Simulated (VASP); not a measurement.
# InP47: single point with r2SCAN

InP47, a slab with vacuum:

```xyz
48
Lattice="13.1408 0.0000 0.0000 0.0000 13.2981 0.0000 0.0000 0.0000 18.0000" Properties=species:S:1:pos:R:3 pbc="T T T"
P    13.1383    0.3180   10.3089
P    13.0865    4.9608    9.9125
P    13.1077    9.1061    9.7993
P     3.2757    0.3346   10.3294
P     3.0697    4.9151   10.3153
P     3.3160    9.0246    9.6915
P     6.5788    0.3327   10.3295
P     6.7842    4.9161   10.3163
P     6.5400    9.0260    9.6921
P     9.8580    0.3171   10.3085
P     9.9111    4.9626    9.9117
P     9.8886    9.1065    9.7991
P     1.6283    1.8288   10.3194
P     1.5592    6.4112    9.8276
P     1.6579   10.4978   10.0511
P     4.9278    1.8206   10.3952
P     4.9272   10.4976   10.0258
P     8.2259    1.8271   10.3200
P     8.2966    6.4118    9.8274
P     8.1979   10.4994   10.0503
P    11.4977    1.8249   10.3106
P    11.4996    6.4255    9.7207
P    11.4980   10.6145    9.9496
P    13.1379    3.8785    7.9502
P     0.0187    8.5296    7.6445
P     0.0420   13.0316    8.1656
P     3.2736    4.0437    8.2796
P     3.2410    8.5989    7.5098
P     3.2860   13.0074    8.1874
P     6.5803    4.0432    8.2811
P     6.6134    8.6001    7.5109
P     6.5698   13.0082    8.1871
P     9.8582    3.8781    7.9502
P     9.8375    8.5311    7.6447
P     9.8128   13.0314    8.1650
P     1.6904    2.4683    8.1879
P     1.6574    7.0203    7.6503
P     1.6605   11.5271    8.0562
P     4.9267    2.5874    8.3128
P     4.9277    7.1735    7.3051
P     4.9285   11.5480    8.0418
P     8.1643    2.4688    8.1883
P     8.1979    7.0228    7.6503
P     8.1944   11.5271    8.0553
P    11.4983    2.4006    8.1636
P    11.4981    7.0445    7.5970
P    11.4979   11.5907    7.9487
In    4.9264    6.5563    9.8004
```

```json
{"Program": "VASP 6.6.1", "Task": "single point", "Functional": "r2SCAN", "Potentials or basis": "VASP PAW PBE potentials, release 64 (P, In_d)", "Cutoff": "520 eV", "k mesh": "1 × 1 × 1", "Occupations": "fermi-dirac, width 0.05 eV", "Spin": "no spin polarisation", "Dipole correction": "no", "Further INCAR settings": "LREAL = Auto; ALGO = Normal; EDIFF = 1e-06; NBANDS = 154"}
```

```json
{
 "Largest force": "0.443 eV/Å",
 "Band gap on the k mesh": "1.04 eV"
}
```

Forces on the atoms (eV/Å):
```
P    0.018  0.297 -0.077
P   -0.005  0.284 -0.114
P    0.021  0.379  0.014
P    0.022  0.265 -0.057
P   -0.014  0.215 -0.148
P    0.031  0.325 -0.025
P   -0.026  0.277 -0.056
P    0.030  0.222 -0.149
P   -0.037  0.320 -0.019
P   -0.023  0.304 -0.078
P   -0.001  0.270 -0.111
P   -0.027  0.380  0.019
P    0.001 -0.290 -0.030
P    0.019 -0.395  0.038
P   -0.057 -0.233 -0.113
P   -0.002 -0.231 -0.052
P    0.007 -0.247 -0.164
P    0.009 -0.288 -0.032
P   -0.027 -0.400  0.039
P    0.053 -0.239 -0.116
P    0.001 -0.289 -0.029
P   -0.015 -0.440 -0.048
P    0.003 -0.295 -0.138
P    0.005 -0.235  0.125
P   -0.042 -0.290  0.031
P   -0.031 -0.400  0.054
P    0.006 -0.319  0.096
P    0.039 -0.322  0.058
P    0.024 -0.375  0.028
P   -0.005 -0.311  0.090
P   -0.034 -0.323  0.053
P   -0.028 -0.379  0.033
P   -0.004 -0.227  0.118
P    0.040 -0.292  0.031
P    0.038 -0.399  0.054
P   -0.036  0.394  0.039
P   -0.040  0.278 -0.002
P    0.007  0.308  0.085
P    0.006  0.358  0.071
P    0.004  0.271  0.001
P   -0.012  0.297  0.124
P    0.033  0.392  0.049
P    0.035  0.271 -0.002
P    0.000  0.312  0.083
P   -0.003  0.384 -0.015
P    0.005  0.266  0.060
P    0.003  0.253  0.109
In   0.009 -0.104  0.073
```

Levels at points of the mesh, in eV from the valence-band top:
```
           k point  band 122  band 123  band 124  band 125  band 126  band 127
(0.00, 0.00, 0.00)     -0.40     -0.18      0.00      1.04      1.37      1.58
```

Run time: 49 min on 1 thread of Intel(R) Xeon(R) Platinum 8488C (Sapphire Rapids), with other jobs on the host, peak memory 2.4 GiB.

Caveat: the k points lie up to 0.48 Å⁻¹ apart; there is no dipole correction, which matters where the two faces differ; the PAW data sets were made with another functional, which shifts forces and pressure a little; spin-orbit coupling is left out, which moves the levels of the heavy elements.
